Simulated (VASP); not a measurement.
A run of VASP 6.6.1:

The input INCAR:

```
SYSTEM = Al2O3
PREC     = Accurate       ! precision mode
ENCUT    = 520            ! plane-wave cutoff, eV
EDIFF    = 1E-7           ! SCF threshold, eV
ISMEAR   = 0              ! smearing method
SIGMA    = 0.01           ! smearing width, eV
LREAL    = .False.        ! projectors in reciprocal space
LASPH    = .True.         ! aspherical terms in the spheres
NELM     = 100            ! most SCF steps
ALGO     = Normal         ! electronic algorithm
ISIF     = 2              ! what is computed and relaxed
LWAVE    = .False.        ! write WAVECAR
LCHARG   = .False.        ! write CHGCAR
GGA      = CA             ! functional
NBANDS   = 20             ! bands
```

KPOINTS

```
regular mesh
0
Gamma
  12 12 4
  0 0 0
```

POSCAR

```
Al2O3
1.0
    2.9626995855      0.0000000000      0.0000000000
   -1.4813497927      2.5657731048      0.0000000000
    0.0000000000      0.0000000000      7.3541551006
Al O
2 3
Direct
    0.0000000000      0.0000000000      0.2744348558
    0.0000000000      0.0000000000      0.7255651442
    0.3333333333      0.6666666667      0.1952358241
    0.6666666667      0.3333333333      0.8047641759
    0.0000000000      0.0000000000      0.5000000000
```

Potentials or basis: VASP PAW LDA potentials, release 64 (Al, O).

Launch:

```console
$ cat potpaw_LDA.64/Al/POTCAR potpaw_LDA.64/O/POTCAR > POTCAR
$ mpirun -np 1 vasp_std > vasp.out
```

Hardware: 1 thread of Intel(R) Xeon(R) 6975P-C (Granite Rapids), on a shared host.

Problem. Estimate the wall time of this run.

Solution. It took 32 s on 1 thread of Intel(R) Xeon(R) 6975P-C (Granite Rapids), with other jobs on the host, peak memory 0.19 GiB. Counts: scf iterations 15, k points 69.
